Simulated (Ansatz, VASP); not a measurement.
## One calculation of Te, two programs

```xyz
2
Lattice="3.1854 0.0000 0.0000 0.0000 4.4757 0.0000 -0.2861 0.0000 4.3649" Properties=species:S:1:pos:R:3 pbc="T T T"
Te    1.4884    3.3568    1.2183
Te    1.4110    1.1189    3.1466
```

Alike in both runs: task single point; functional PBE; k mesh 6 × 4 × 4; occupations gaussian, width 0.1 eV; no spin polarisation.

|  | VASP | Ansatz |
| --- | --- | --- |
| version | VASP 6.6.1 | Ansatz 0.2.0 |
| potentials or method | VASP PAW PBE potentials, release 64 (Te), cutoff 520 eV | scalar-relativistic, plane waves, PAW |
| valence electrons in the cell | 12 | 32 |

```csv
,VASP,Ansatz,Ansatz less VASP
gap on the k mesh at the Fermi level (eV),none,none,-
pressure (GPa),4.1,4.2,+0.02
"traceless stress, the component that is largest in VASP (GPa)",-1.41,-1.40,+0.010
rms of the force components (eV/Å),0.511,0.507,-0.0043
```

Atom by atom the forces differ by 0.004 eV/Å (rms over components). A gap of «none» marks a metal or a gap that the smearing closes. VASP's potentials hold 12 valence electrons a cell and Ansatz's 32, so a difference there can come from the potentials and not from the codes.

Neither program's run includes spin-orbit coupling.
